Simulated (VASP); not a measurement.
Crystal: PbS (Galena).

```
CELL_PARAMETERS angstrom
0.00000 3.00478 3.00478
3.00478 0.00000 3.00478
3.00478 3.00478 0.00000
ATOMIC_POSITIONS crystal
Pb 0.00000 0.00000 0.00000
S 0.50000 0.50000 0.50000
```

Base run:

```yaml
Program: VASP 6.6.1
Functional: PBE
Potentials_or_basis: VASP PAW PBE potentials, release 64 (Pb_d, S)
Cutoff: 520 eV
k_mesh: 8 × 8 × 8
Occupations: fermi-dirac, width 0.05 eV
Spin: no spin polarisation
```

Its results: band gap on the k mesh 0.50 eV, direct; pressure -0.1 GPa.

Task: The run is repeated on the same cell with these changes: functional from PBE to SVWN5. What comes out?

Result: Band gap on the k mesh 0.37 eV, direct; pressure -4.6 GPa.

SVWN5 binds more tightly than PBE, so the same cell stands under less pressure.

Caveats: spin-orbit coupling is left out, which moves the levels of the heavy elements; the PAW data sets were made with another functional, which shifts forces and pressure a little (some runs).

A k mesh can miss the band edges.
